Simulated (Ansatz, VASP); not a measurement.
## AlRu: VASP beside Ansatz

```
Al Ru
1.0
     0.00000    6.00688    6.00688
     6.00688    0.00000    6.00688
     6.00688    6.00688    0.00000
Al Ru
16 16
Direct
  0.00000 0.00000 0.00000
  0.25000 0.25000 0.25000
  0.00000 0.00000 0.50000
  0.25000 0.25000 0.75000
  0.00000 0.50000 0.00000
  0.25000 0.75000 0.25000
  0.00000 0.50000 0.50000
  0.25000 0.75000 0.75000
  0.50000 0.00000 0.00000
  0.75000 0.25000 0.25000
  0.50000 0.00000 0.50000
  0.75000 0.25000 0.75000
  0.50000 0.50000 0.00000
  0.75000 0.75000 0.25000
  0.50000 0.50000 0.50000
  0.75000 0.75000 0.75000
  0.12500 0.12500 0.12500
  0.37500 0.37500 0.37500
  0.12500 0.12500 0.62500
  0.37500 0.37500 0.87500
  0.12500 0.62500 0.12500
  0.37500 0.87500 0.37500
  0.12500 0.62500 0.62500
  0.37500 0.87500 0.87500
  0.62500 0.12500 0.12500
  0.87500 0.37500 0.37500
  0.62500 0.12500 0.62500
  0.87500 0.37500 0.87500
  0.62500 0.62500 0.12500
  0.87500 0.87500 0.37500
  0.62500 0.62500 0.62500
  0.87500 0.87500 0.87500
```

Alike in both runs: task single point; functional r2SCAN; k mesh 2 × 2 × 2; occupations methfessel-paxton of order 1, width 0.1 eV; no spin polarisation.

|  | VASP | Ansatz |
| --- | --- | --- |
| version | VASP 6.6.1 | Ansatz 0.2.0 |
| potentials or method | VASP PAW PBE potentials, release 64 (Al, Ru_pv), cutoff 520 eV | plane-wave PAW DFT |
| valence electrons in the cell | 272 | 304 |

```tsv
	VASP	Ansatz	Ansatz less VASP
pressure (GPa)	-4.7	-4.8	-0.10
```

VASP's potentials were made for PBE, not for r2SCAN. With one functional, cell and mesh, what is left measures potentials, basis and numerics. VASP's potentials hold 272 valence electrons a cell and Ansatz's 304, so a difference there can come from the potentials and not from the codes.

The k mesh is coarse, so the values compare programs but aren't converged.
